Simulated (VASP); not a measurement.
Write the native input for VASP 6.6.1 that does the following.

- Task: single point
- Functional: PBE
- Potentials or basis: VASP PAW PBE potentials, release 64 (Pt)
- Cutoff: 520 eV
- k mesh: 12 × 12 × 12
- Occupations: fermi-dirac, width 0.1 eV
- Spin: no spin polarisation
- Dipole correction: no
- Further INCAR settings: ALGO = Normal; EDIFF = 1e-06; NBANDS = 11

The structure of Pt lies in POSCAR:

```
Pt
1.0
    0.0000000000      1.8790990395      1.8790990395
    1.8790990395      0.0000000000      1.8790990395
    1.8790990395      1.8790990395      0.0000000000
Pt
1
Direct
    0.0000000000      0.0000000000      0.0000000000
```

The input as run:

INCAR

```
PREC     = Accurate       # precision mode
ENCUT    = 520            # plane-wave cutoff, eV
EDIFF    = 1E-6           # SCF threshold, eV
ISMEAR   = -1             # smearing method
SIGMA    = 0.1            # smearing width, eV
LREAL    = False          # projectors in reciprocal space
LASPH    = True           # aspherical terms in the spheres
NELM     = 60             # most SCF steps
ALGO     = Normal         # electronic algorithm
ISIF     = 2              # what is computed and relaxed
LWAVE    = False          # write WAVECAR
LCHARG   = False          # write CHGCAR
GGA      = PE             # functional
NBANDS   = 11             # bands
```

KPOINTS

```
regular mesh
0
Gamma
  12 12 12
```

Potentials or basis: VASP PAW PBE potentials, release 64 (Pt).

Launch:

```bash
$ cat potpaw_PBE.64/Pt/POTCAR > POTCAR
$ mpirun -np 1 vasp_std > vasp.out
```

Results of the run:

* Pressure: 63.4 GPa
* Band gap on the k mesh: zero (band 5 reaches 14.57 eV, above the bottom of band 6 at 11.77 eV)

Caveat: spin-orbit coupling is left out, which moves the levels of the heavy elements.

Wall time 5.6 s on 1 thread of Intel(R) Xeon(R) 6975P-C (Granite Rapids), on a shared host, peak memory 0.13 GiB.
